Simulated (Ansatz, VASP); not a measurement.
Hf in VASP and in Ansatz

File INCAR:

```
SYSTEM = Hf
PREC = Accurate ; ENCUT = 520
EDIFF = 1E-8 ; ISMEAR = -1
SIGMA = 0.05 ; LREAL = .False.
LASPH = .True. ; NELM = 80
ALGO = Normal ; ISIF = 2
LWAVE = .False. ; LCHARG = .False.
GGA = PS ; LEFG = .True.
NBANDS = 17
```

Contents of KPOINTS:

```
Automatic mesh
0
Gamma
  9 9 9
  0 0 0
```

POSCAR

```
Hf
1.0
    0.0000000000      3.0438467722      3.0438467722
    3.0438467722      0.0000000000      3.0438467722
    3.0438467722      3.0438467722      0.0000000000
Hf
2
Direct
   -0.1250000000     -0.1250000000     -0.1250000000
    0.1250000000      0.1250000000      0.1250000000
```

Input for Ansatz:

```yaml
crystal:
  lattice:
    - [0.0, 3.0438467722, 3.0438467722]
    - [3.0438467722, 0.0, 3.0438467722]
    - [3.0438467722, 3.0438467722, 0.0]
  atoms:
    - { symbol: Hf, position: [-0.125, -0.125, -0.125] }
    - { symbol: Hf, position: [0.125, 0.125, 0.125] }
kpoints:
  mp_grid: { grid: [9, 9, 9] }
scf:
  occupations: { method: fermi_dirac, width: 0.05 }
hamiltonian:
  xc: pbesol
  pseudopotentials: { kind: all_electron, datasets: crystal }
output:
  forces: true
  stress: true
  eigenvalues: true
  efg: { contact_densities: true }
```

Change from the starting cell: shortest bond scaled by 1, crystal datasets.

Alike in both runs: task electric field gradients; functional PBEsol; k mesh 9 × 9 × 9; occupations fermi-dirac, width 0.05 eV; no spin polarisation.

```csv
,VASP,Ansatz
version,VASP 6.6.1,Ansatz 0.2.0
potentials or method,"VASP PAW PBE potentials, release 64 (Hf_pv), cutoff 520 eV","all-electron PAW with datasets made for the crystal, scalar-relativistic"
```

Ansatz gave:

| Property | Result |
| --- | --- |
| pressure (GPa) | 4.9 |

Question: Which values does VASP return?

Answer: Pressure (GPa): 4.5.

VASP's potentials were made for PBE, not for PBEsol. Ansatz ran all-electron here, and VASP with PAW potentials.

Neither program's run includes spin-orbit coupling.
